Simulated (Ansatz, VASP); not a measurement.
# Two plane-wave programs on Zn

File INCAR:

```
ALGO = Normal
EDIFF = 1E-7
ENCUT = 520
ISIF = 2
ISMEAR = -1
LASPH = True
LCHARG = False
LREAL = False
LWAVE = False
NBANDS = 12
NELM = 80
PREC = Accurate
SIGMA = 0.05
```

Contents of KPOINTS:

```
k-points
0
Gamma
  12 12 12
```

The input POSCAR:

```
Zn
1.0
    0.0000000000      1.9777881408      1.9777881408
    1.9777881408      0.0000000000      1.9777881408
    1.9777881408      1.9777881408      0.0000000000
Zn
1
Direct
    0.0000000000      0.0000000000      0.0000000000
```

Contents of input.yaml:

```yaml
crystal:
  lattice:
    - [0.0, 1.9777881408, 1.9777881408]
    - [1.9777881408, 0.0, 1.9777881408]
    - [1.9777881408, 1.9777881408, 0.0]
  atoms:
    - { symbol: Zn, position: [0.0, 0.0, 0.0] }
hamiltonian:
  xc: lda
  pseudopotentials: { kind: paw }
kpoints:
  mp_grid: { grid: [12, 12, 12] }
scf:
  occupations: { method: fermi_dirac, width: 0.05 }
output:
  forces: true
  stress: true
  eigenvalues: true
```

Alike in both runs: task single point; functional LDA; k mesh 12 × 12 × 12; occupations fermi-dirac, width 0.05 eV; no spin polarisation.

|  | VASP | Ansatz |
| --- | --- | --- |
| version | VASP 6.6.1 | Ansatz 0.2.0 |
| potentials or method | VASP PAW LDA potentials, release 64 (Zn) | Ansatz PAW |
| plane-wave cutoff (eV) | 520 | 420 |
| valence electrons in the cell | 12 | 12 |

VASP gave:

- gap on the k mesh at the Fermi level (eV): none
- pressure (GPa): -9.1

Task: What did Ansatz give for the same quantities?

Result: gap on the k mesh at the Fermi level (eV): none; pressure (GPa): -9.4.

LDA's correlation is that of Perdew and Zunger in VASP and of Perdew and Wang (1992) in Ansatz. A gap of «none» marks a metal or a gap that the smearing closes.
